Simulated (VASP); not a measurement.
RbCl: single point with LDA

RbCl:

```
CELL_PARAMETERS angstrom
0.00000 3.18866 3.18866
3.18866 0.00000 3.18866
3.18866 3.18866 0.00000
ATOMIC_POSITIONS crystal
Rb 0.00000 0.00000 0.00000
Cl 0.50000 0.50000 0.50000
```

```
Program                : VASP 6.6.1
Task                   : single point
Functional             : LDA
Potentials or basis    : VASP PAW LDA potentials, release 64 (Rb_sv, Cl)
Cutoff                 : 500 eV
k mesh                 : 4 × 4 × 4
Occupations            : gaussian, width 0.01 eV
Spin                   : no spin polarisation
Dipole correction      : no
Further INCAR settings : ALGO = Normal; EDIFF = 1e-06; NBANDS = 15
```

- Pressure: 0.0 GPa
- Band gap on the k mesh: 4.86 eV, direct

Levels at points of the mesh, in eV from the valence-band top:
```
           k point  band 6  band 7  band 8  band 9  band 10  band 11
(0.00, 0.00, 0.00)    0.00    0.00    0.00    4.86     7.75     7.75
(0.50, 0.00, 0.00)   -1.09   -0.46   -0.46    7.65     7.96    10.25
(0.50, 0.50, 0.00)   -0.32   -0.09   -0.09    5.75     8.15     9.80
```

Wall time 4.4 s on 1 thread of Intel(R) Xeon(R) 6975P-C (Granite Rapids) (shared host), peak memory 0.16 GiB.

Caveat: the k points lie up to 0.43 Å⁻¹ apart.
